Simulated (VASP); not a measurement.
# MoW5: single point with PBE

MoW5:

```
CELL_PARAMETERS angstrom
3.17984 0.00000 0.00000
0.00000 3.17984 0.00000
0.00000 0.00000 9.54179
ATOMIC_POSITIONS crystal
Mo 0.50000 0.50000 0.50000
W 0.00000 0.00000 0.66593
W 0.50000 0.50000 0.83286
W 0.00000 0.00000 0.00000
W 0.50000 0.50000 0.16714
W 0.00000 0.00000 0.33407
```

```json
{"Program": "VASP 6.6.1", "Task": "single point", "Functional": "PBE", "Potentials or basis": "VASP PAW PBE potentials, release 64 (Mo_sv, W_sv)", "Cutoff": "520 eV", "k mesh": "6 × 6 × 2", "Occupations": "gaussian, width 0.1 eV", "Spin": "no spin polarisation"}
```

| Quantity | Value |
| --- | --- |
| Pressure | 0.3 GPa |
| Largest force | 0.005 eV/Å |
| Band gap on the k mesh | zero (bands 42 and 43 overlap by 1.27 eV) |

Forces in eV/Å, atoms in the order of the input:
```
Mo   0.000  0.000  0.000
W    0.000  0.000  0.004
W    0.000  0.000  0.005
W    0.000  0.000  0.000
W    0.000  0.000 -0.005
W    0.000  0.000 -0.004
```

Stress tensor (GPa, compression positive):
```
0.26 0.00 0.00
0.00 0.26 0.00
0.00 0.00 0.41
```

Levels at points of the mesh, in eV from the Fermi level:
```
           k point  band 38  band 39  band 40  band 41  band 42  band 43  band 44  band 45  band 46  band 47
(0.00, 0.00, 0.00)    -1.18    -1.14    -1.14    -0.76    -0.70    -0.14    -0.01     0.77     0.77     0.96
(0.50, 0.00, 0.00)    -0.99    -0.89    -0.87    -0.60    -0.60    -0.49    -0.48     1.14     1.34     1.43
(0.50, 0.50, 0.00)    -1.82    -1.67    -1.67     0.78     0.78     1.87     2.04     2.26     2.60     2.85
(0.00, 0.00, 0.50)    -1.25    -1.00    -0.87    -0.59    -0.59    -0.49    -0.49     1.13     1.15     1.28
(0.50, 0.00, 0.50)    -1.82    -1.79    -1.76     0.21     0.28     0.37     0.41     0.78     0.79     2.01
(0.50, 0.50, 0.50)    -2.84    -0.33    -0.33    -0.08    -0.08     1.93     2.22     2.26     2.38     2.39
```

Run time: 42 s on 1 thread of Intel(R) Xeon(R) 6975P-C (Granite Rapids) (shared host), peak memory 0.23 GiB.

Caveat: spin-orbit coupling is left out, which moves the levels of the heavy elements.
